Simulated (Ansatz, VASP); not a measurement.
**K: VASP beside Ansatz**

```
K
1.0
     4.59203    0.00000    0.00000
    -2.29601    3.97681    0.00000
     0.00000    0.00000   14.99756
K
4
Direct
  0.00000 0.00000 0.00000
  0.00000 0.00000 0.50000
  0.33333 0.66667 0.25000
  0.66667 0.33333 0.75000
```

Alike in both runs: task single point; functional PBEsol; k mesh 9 × 9 × 3; occupations fermi-dirac, width 0.1 eV; no spin polarisation.

|  | VASP | Ansatz |
| --- | --- | --- |
| version | VASP 6.6.1 | Ansatz 0.2.0 |
| potentials or method | VASP PAW PBE potentials, release 64 (K_sv), cutoff 520 eV | plane waves (420 eV) with PAW, scalar-relativistic |
| valence electrons in the cell | 36 | 36 |

|  | VASP | Ansatz | Ansatz less VASP |
| --- | --- | --- | --- |
| pressure (GPa) | 0.2 | 0.2 | +0.01 |

VASP's potentials were made for PBE, not for PBEsol, and Ansatz warns of the same on its side.
